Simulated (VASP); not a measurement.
# ZnO (P6_3mc) in VASP: further runs

ZnO is run at these levels: PBE; tasks: single point.

Program: VASP 6.6.1. These are calculated values, not measurements. Logs are shortened: lines on timing, memory, paths and dates and some standing lists are left out, and cuts for length are marked.

## 1. The cell of the first run

The structure is hexagonal, space group P6_3mc (No. 186). The conventional cell has a = 3.242 Å, b = 3.242 Å, c = 5.228 Å, α = 90.00°, β = 90.00°, γ = 120.00°. Zn (site symmetry 3m) has 4 O at 1.98 Å within 2.6 Å. O (site symmetry 3m) has 4 Zn at 1.98 Å within 2.6 Å.

## 2. Single point, PBE

Input file INCAR:

```
SYSTEM = ZnO
  ALGO = Normal
  EDIFF = 1E-7
  ENCUT = 520
  GGA = PE
  ISIF = 2
  ISMEAR = 0
  LASPH = .TRUE.
  LCHARG = .FALSE.
  LREAL = .FALSE.
  LWAVE = .FALSE.
  NBANDS = 26
  NELM = 80
  PREC = Accurate
  SIGMA = 0.05
```

Input file KPOINTS:

```
k-points
0
G
  4 4 4
  0 0 0
```

Input file POSCAR:

```
ZnO
1.0
    3.2419811878      0.0000000000      0.0000000000
   -1.6209905939      2.8076380673      0.0000000000
    0.0000000000      0.0000000000      5.2276401338
Zn O
2 2
Direct
    0.3333333333      0.6666666667      0.0014489149
    0.6666666667      0.3333333333      0.5014489149
    0.3333333333      0.6666666667      0.3806510851
    0.6666666667      0.3333333333      0.8806510851
```

Potentials or basis: VASP PAW PBE potentials, release 64 (Zn, O).

Started as:

```console
$ cat potpaw_PBE.64/Zn/POTCAR potpaw_PBE.64/O/POTCAR > POTCAR
$ mpirun -np 1 vasp_std > vasp.out
```

OUTCAR:

```text
SYSTEM = ZnO
   EDIFF = 1E-7
   ENCUT = 520
   GGA = PE
   ISIF = 2
   ISMEAR = 0
   LASPH = .TRUE.
   LREAL = .FALSE.
   NELM = 80
   PREC = Accurate

 ion  position               nearest neighbor table
   1  0.333  0.667  0.001-   4 1.98   4 1.98   4 1.98   3 1.98
   2  0.667  0.333  0.501-   3 1.98   3 1.98   3 1.98   4 1.98
   3  0.333  0.667  0.381-   2 1.98   2 1.98   2 1.98   1 1.98
   4  0.667  0.333  0.881-   1 1.98   1 1.98   1 1.98   2 1.98

  LATTYP: Found a hexagonal cell.
 ALAT       =     3.2419811878
 C/A-ratio  =     1.6124831796

  Lattice vectors:

 A1 = (   3.2419811878,   0.0000000000,   0.0000000000)
 A2 = (  -1.6209905939,   2.8076380673,   0.0000000000)
 A3 = (   0.0000000000,   0.0000000000,   5.2276401338)

Analysis of symmetry for initial positions (statically):
=====================================================================
 Subroutine PRICEL returns:
 Original cell was already a primitive cell.

 Routine SETGRP: Setting up the symmetry group for a
 hexagonal supercell.

 Subroutine GETGRP returns: Found 12 space group operations
 (whereof  6 operations were pure point group operations)
 out of a pool of 24 trial point group operations.

The static configuration has the point symmetry C_3v.
 The point group associated with its full space group is C_6v.

Analysis of symmetry for dynamics (positions and initial velocities):
=====================================================================
 Subroutine PRICEL returns:
 Original cell was already a primitive cell.

 Routine SETGRP: Setting up the symmetry group for a
 hexagonal supercell.

 Subroutine GETGRP returns: Found 12 space group operations
 (whereof  6 operations were pure point group operations)
 out of a pool of 24 trial point group operations.

The dynamic configuration has the point symmetry C_3v.
 The point group associated with its full space group is C_6v.

 Subroutine INISYM returns: Found 12 space group operations
 (whereof  6 operations are pure point group operations),
 and found     1 'primitive' translations

----------------------------------------------------------------------------------------

                                     Primitive cell

  volume of cell :      47.5836

  direct lattice vectors                    reciprocal lattice vectors
     3.241981188  0.000000000  0.000000000     0.308453363  0.178085632  0.000000000
    -1.620990594  2.807638067  0.000000000     0.000000000  0.356171264  0.000000000
     0.000000000  0.000000000  5.227640134     0.000000000  0.000000000  0.191290903

  length of vectors
     3.241981188  3.241981188  5.227640134     0.356171264  0.356171264  0.191290903

  position of ions in fractional coordinates (direct lattice)
     0.333333333  0.666666667  0.001448915
     0.666666667  0.333333333  0.501448915
     0.333333333  0.666666667  0.380651085
     0.666666667  0.333333333  0.880651085

  ion indices of the primitive-cell ions
   primitive index   ion index
                 1           1
                 2           2
                 3           3
                 4           4

----------------------------------------------------------------------------------------

 KPOINTS: k-points

Automatic generation of k-mesh.
 Grid dimensions read from file:
 generate k-points for:    4    4    4

 Generating k-lattice:

  Cartesian coordinates                     Fractional coordinates (reciprocal lattice)
     0.077113341  0.044521408  0.000000000     0.250000000  0.000000000  0.000000000
     0.000000000  0.089042816  0.000000000     0.000000000  0.250000000  0.000000000
     0.000000000  0.000000000  0.047822726     0.000000000  0.000000000  0.250000000

  Length of vectors
     0.089042816  0.089042816  0.047822726

  Shift w.r.t. Gamma in fractional coordinates (k-lattice)
     0.000000000  0.000000000  0.000000000

 Subroutine IBZKPT returns following result:
 ===========================================

 Found     12 irreducible k-points:

 Following reciprocal coordinates:
            Coordinates               Weight
  0.000000  0.000000  0.000000      1.000000
  0.250000 -0.000000  0.000000      6.000000
  0.500000 -0.000000  0.000000      3.000000
  0.250000  0.250000  0.000000      6.000000
  0.000000  0.000000  0.250000      2.000000
  0.250000 -0.000000  0.250000     12.000000
  0.500000 -0.000000  0.250000      6.000000
  0.250000  0.250000  0.250000     12.000000
  0.000000  0.000000  0.500000      1.000000
  0.250000 -0.000000  0.500000      6.000000
  0.500000 -0.000000  0.500000      3.000000
  0.250000  0.250000  0.500000      6.000000
   k-points           NKPTS =     12   k-points in BZ     NKDIM =     12   number of bands    NBANDS=     26
   number of dos      NEDOS =    301   number of ions     NIONS =      4
   total plane-waves  NPLWV =  23040
   dimension x,y,z NGX =    24 NGY =   24 NGZ =   40
   dimension x,y,z NGXF=    48 NGYF=   48 NGZF=   80
   ions per type =               2   2
   NGX,Y,Z   is equivalent  to a cutoff of  12.31, 12.31, 12.72 a.u.
   NGXF,Y,Z  is equivalent  to a cutoff of  24.61, 24.61, 25.44 a.u.
 SYSTEM =  ZnO
   PREC   = accura    normal or accurate (medium, high low for compatibility)
   ISTART =      0    job   : 0-new  1-cont  2-samecut
   ICHARG =      2    charge: 1-file 2-atom 10-const
   ISPIN  =      1    spin polarized calculation?
   LNONCOLLINEAR =      F non collinear calculations
   LSORBIT =      F    spin-orbit coupling
   LASPH  =      T    aspherical Exc in radial PAW
   ENCUT  =  520.0 eV  38.22 Ry    6.18 a.u.   6.03  6.03  9.72*2*pi/ulx,y,z
   NELM   =     80;   NELMIN=  2; NELMDL= -5     # of ELM steps
   EDIFF  = 0.1E-06   stopping-criterion for ELM
   LREAL  =      F    real-space projection
   EDIFFG = 0.1E-05   stopping-criterion for IOM
   NSW    =      0    number of steps for IOM
   IBRION =     -1    ionic relax: 0-MD 1-quasi-New 2-CG
   NFREE  =      0    steps in history (QN), initial steepest desc. (CG)
   ISIF   =      2    stress and relaxation
   ISYM   =      2    0-nonsym 1-usesym 2-fastsym
   POTIM  = 0.5000    time-step for ionic-motion
   TEBEG  =    0.0;   TEEND  =   0.0 temperature during run
   PSTRESS=    0.0 pullay stress
   NELECT =      36.0000    total number of electrons
   NUPDOWN=      -1.0000    fix difference up-down
   EMIN   =  10.00;   EMAX   =-10.00  energy-range for DOS
   EFERMI =   0.00;   METHOD = LEGACY
   ISMEAR =     0;   SIGMA  =   0.05  broadening in eV -4-tet -1-fermi 0-gaus
   EFERMI_NEDOS =   21; number of points for ismear=-14 and -15
   IALGO  =     38    algorithm
   IMIX   =      4    mixing-type and parameters
     AMIX     =   0.40;   BMIX     =  1.00
     AMIX_MAG =   1.60;   BMIX_MAG =  1.00
  volume/ion in A,a.u.               =      11.90        80.28
  Fermi-wavevector in a.u.,A,eV,Ry     =   1.491729  2.818959 30.276433  2.225255
  Thomas-Fermi vector in A             =   2.604347
   LORBIT       =      0    0 simple, 1 ext, 2 COOP (PROOUT), +10 PAW based schemes
   GGA     = PE    functional components
   LHFCALC =     F    Hartree Fock is set to
   AEXX    =    0.0000 exact exchange contribution
   IVDW    =     0    specifies the selected vdW correction
   LEPSILON=     F    determine dielectric tensor
   LRPA    =     F    only Hartree local field effects (RPA)
 non-spin polarized calculation
 Gauss-broadening in eV      SIGMA  =   0.05
  energy-cutoff  :      520.00
  volume of cell :       47.58
 maximum number of plane-waves:      1295
   NGX = 13   NGY = 13   NGZ = 19

 number of electron      36.0000028 magnetization

 Free energy of the ion-electron system (eV)
  ---------------------------------------------------
  ext. energy  EPLUGINS =         0.00000000
  ---------------------------------------------------
  free energy    TOTEN  =       -17.80104426 eV

  energy without entropy =      -17.80104426  energy(sigma->0) =      -17.80104426

 E-fermi :   1.5230     XC(G=0): -10.9097

 val. band max:        1.2237338024   @ k =   0.0000   0.0000   0.0000
 cond. band min:       1.9977460245   @ k =   0.0000   0.0000   0.0000
 fundamental gap:      0.7740122221
 Fermi energy:         1.5229579675

 k-point     1 :       0.0000    0.0000    0.0000
  band No.  band energies     occupation
      1     -16.8747      2.00000
      2     -16.1522      2.00000
      3      -4.4833      2.00000
      4      -4.4833      2.00000
      5      -4.4397      2.00000
      6      -4.4319      2.00000
[... 18 lines left out ...]
     25      15.3803      0.00000
     26      15.3803      0.00000

 k-point     2 :       0.2500   -0.0000    0.0000
  band No.  band energies     occupation
      1     -16.5705      2.00000
      2     -16.0309      2.00000
      3      -4.7434      2.00000
      4      -4.3990      2.00000
      5      -4.3292      2.00000
      6      -4.2106      2.00000
[... 18 lines left out ...]
     25      14.5866      0.00000
     26      15.4195      0.00000

 k-point     3 :       0.5000   -0.0000    0.0000
  band No.  band energies     occupation
      1     -16.1874      2.00000
      2     -15.9661      2.00000
      3      -4.7163      2.00000
      4      -4.5241      2.00000
      5      -4.2274      2.00000
      6      -3.8466      2.00000
[... 18 lines left out ...]
     25      14.4123      0.00000
     26      15.4722      0.00000

 k-point     4 :       0.2500    0.2500    0.0000
  band No.  band energies     occupation
      1     -16.1980      2.00000
      2     -15.9603      2.00000
      3      -4.5252      2.00000
      4      -4.4327      2.00000
      5      -4.1291      2.00000
      6      -4.0572      2.00000
[... 18 lines left out ...]
     25      12.8204      0.00000
     26      15.6629      0.00000
[... 148 lines left out ...]
      1     -16.3013      2.00000
      2     -16.3013      2.00000
      3      -4.8423      2.00000
      4      -4.8423      2.00000
      5      -4.2260      2.00000
      6      -4.2260      2.00000
[... 18 lines left out ...]
     25      14.7728      0.00000
     26      14.7728      0.00000

 k-point    11 :       0.5000   -0.0000    0.5000
  band No.  band energies     occupation
      1     -16.0678      2.00000
      2     -16.0678      2.00000
      3      -4.9002      2.00000
      4      -4.9002      2.00000
      5      -3.9959      2.00000
      6      -3.9959      2.00000
[... 18 lines left out ...]
     25      14.9190      0.00000
     26      14.9190      0.00000

 k-point    12 :       0.2500    0.2500    0.5000
  band No.  band energies     occupation
      1     -16.0708      2.00000
      2     -16.0708      2.00000
      3      -4.6984      2.00000
      4      -4.6984      2.00000
      5      -4.1887      2.00000
      6      -4.1887      2.00000
[... 18 lines left out ...]
     25      15.5644      0.00000
     26      15.5644      0.00000

------------------------ aborting loop because EDIFF is reached ----------------------------------------

  FORCE on cell =-STRESS in cart. coord.  units (eV):
  Direction    XX          YY          ZZ          XY          YZ          ZX
  --------------------------------------------------------------------------------------
  -------------------------------------------------------------------------------------
  Total        1.8137909      1.8137909      1.7648291      0.0000000      0.0000000      0.0000000
  in kB       61.0717698     61.0717698     59.4231859      0.0000000      0.0000000      0.0000000
  external PRESSURE =      60.5222418 kB  Pullay stress =       0.0000000 kB

 VOLUME and BASIS-vectors are now :
 -----------------------------------------------------------------------------
  energy-cutoff  :      520.00
  volume of cell :       47.58
      direct lattice vectors                 reciprocal lattice vectors
     3.241981188  0.000000000  0.000000000     0.308453363  0.178085632  0.000000000
    -1.620990594  2.807638067  0.000000000     0.000000000  0.356171264  0.000000000
     0.000000000  0.000000000  5.227640134     0.000000000  0.000000000  0.191290903

 POSITION                                       TOTAL-FORCE (eV/Angst)
 -----------------------------------------------------------------------------------
     -0.00000      1.87176      0.00757        -0.000000      0.000000      0.002990
      1.62099      0.93588      2.62139         0.000000     -0.000000      0.002990
     -0.00000      1.87176      1.98991         0.000000      0.000000     -0.002990
      1.62099      0.93588      4.60373        -0.000000      0.000000     -0.002990
 -----------------------------------------------------------------------------------
    total drift:                               -0.000001     -0.000001      0.002050

  FREE ENERGIE OF THE ION-ELECTRON SYSTEM (eV)
  ---------------------------------------------------
  free  energy   TOTEN  =       -17.8010442611 eV

  energy  without entropy=      -17.8010442611  energy(sigma->0) =      -17.80104426
```

Wall time 12 s (1 thread of AMD EPYC 9R14 (Zen 4), shared host); peak memory 0.13 GiB.

Results:

| Property | Result |
| --- | --- |
| Free energy | -17.8010 eV |
| Pressure | 6.1 GPa |
| Band gap on the k mesh | 0.77 eV, direct |

Forces on the atoms (eV/Å):
```
Zn   0.000  0.000  0.003
Zn   0.000  0.000  0.003
O    0.000  0.000 -0.003
O    0.000  0.000 -0.003
```

Levels at points of the mesh, in eV from the valence-band top:
| k point | band 15 | band 16 | band 17 | band 18 | band 19 | band 20 | band 21 | band 22 |
| --- | --- | --- | --- | --- | --- | --- | --- | --- |
| (0.00, 0.00, 0.00) | -0.80 | -0.09 | 0.00 | 0.00 | 0.77 | 5.21 | 8.19 | 12.89 |
| (0.50, 0.00, 0.00) | -2.83 | -2.27 | -1.29 | -0.84 | 5.77 | 6.86 | 7.57 | 8.50 |
| (0.00, 0.00, 0.50) | -0.39 | -0.39 | -0.39 | -0.39 | 3.44 | 3.44 | 10.06 | 10.06 |
| (0.50, 0.00, 0.50) | -1.51 | -1.51 | -1.38 | -1.38 | 5.70 | 5.70 | 8.42 | 8.42 |

Caveat: the k points lie up to 0.56 Å⁻¹ apart.

## 3. Single point, PBE

Input file INCAR:

```
SYSTEM = ZnO
PREC     = Accurate       ! precision mode
ENCUT    = 520            ! plane-wave cutoff, eV
EDIFF    = 1E-6           ! SCF threshold, eV
ISMEAR   = 0              ! smearing method
SIGMA    = 0.05           ! smearing width, eV
LREAL    = .False.        ! projectors in reciprocal space
LASPH    = .True.         ! aspherical terms in the spheres
NELM     = 60             ! most SCF steps
ALGO     = Normal         ! electronic algorithm
ISIF     = 2              ! what is computed and relaxed
LWAVE    = .False.        ! write WAVECAR
LCHARG   = .True.         ! write CHGCAR
GGA      = PE             ! functional
LELF     = .True.         ! ELF
LVHAR    = .True.       
NBANDS   = 26             ! bands
```

Input file KPOINTS:

```
Automatic mesh
0
Gamma
  8 8 6
  0 0 0
```

POSCAR is that of step 2.

Potentials or basis: VASP PAW PBE potentials, release 64 (Zn, O).

Started as:

```console
$ cat potpaw_PBE.64/Zn/POTCAR potpaw_PBE.64/O/POTCAR > POTCAR
$ mpirun -np 1 vasp_std > vasp.out
```

Wall time 34 s (1 thread of AMD EPYC 9R14 (Zen 4), shared host); peak memory 0.15 GiB.

Results (log left out):

```yaml
Free_energy: -17.8228 eV
Pressure: 6.1 GPa
Band_gap_on_the_k_mesh: 0.78 eV, direct
```

Stress tensor (GPa, compression positive):
```
6.02 0.00 0.00
0.00 6.02 0.00
0.00 0.00 6.13
```

Levels at points of the mesh, in eV from the valence-band top:
| k point | band 15 | band 16 | band 17 | band 18 | band 19 | band 20 | band 21 | band 22 |
| --- | --- | --- | --- | --- | --- | --- | --- | --- |
| (0.00, 0.00, 0.00) | -0.79 | -0.09 | 0.00 | 0.00 | 0.78 | 5.22 | 8.20 | 12.90 |
| (0.50, 0.00, 0.00) | -2.83 | -2.26 | -1.29 | -0.84 | 5.78 | 6.87 | 7.58 | 8.51 |
| (0.00, 0.00, 0.50) | -0.39 | -0.39 | -0.39 | -0.39 | 3.45 | 3.45 | 10.07 | 10.07 |
| (0.50, 0.00, 0.50) | -1.51 | -1.51 | -1.38 | -1.38 | 5.70 | 5.70 | 8.43 | 8.43 |
